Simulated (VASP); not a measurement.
Input of a VASP 6.6.1 run:

The input INCAR:

```
SYSTEM = B2Ru3
PREC = Accurate
ENCUT = 520
EDIFF = 1E-6
ISMEAR = 0
SIGMA = 0.1
LREAL = .False.
LASPH = .True.
NELM = 100
ALGO = Fast
ISIF = 2
LWAVE = .False.
LCHARG = .True.
GGA = PE
LELF = .True.
LVHAR = .True.
NBANDS = 32
```

KPOINTS

```
Automatic mesh
0
Gamma
  6 6 4
  0 0 0
```

Contents of POSCAR:

```
B2Ru3
1.0
    3.0216225200      0.0000000000      0.0000000000
    0.0000000000      3.0216225200      0.0000000000
    0.0000000000      0.0000000000      6.5511948600
B Ru
2 3
Direct
    0.0000000000      0.5000000000      0.8217412300
    0.5000000000      0.0000000000      0.8217412300
    0.0000000000      0.5000000000      0.3625853900
    0.5000000000      0.0000000000      0.3625853900
    0.0000000000      0.0000000000      0.5369024400
```

Potentials or basis: VASP PAW PBE potentials, release 64 (B, Ru_pv).

Run with:

```bash
$ cat potpaw_PBE.64/B/POTCAR potpaw_PBE.64/Ru_pv/POTCAR > POTCAR
$ mpirun -np 1 vasp_std > vasp.out
```

(1) What does it give for the pressure?

(2) What does it give for the band gap on the k mesh?

(3) Estimate the largest force.

## Answers

(1) 214.9 GPa.

(2) zero (bands 24 and 25 overlap by 1.13 eV).

(3) 50.423 eV/Å.

Caveat: atoms lie so close that the PAW spheres overlap strongly, which falsifies energies and pressures; the cell stands under pressure; forces of over 1 eV/Å act on the atoms, so gaps and moduli don't describe the material at rest.
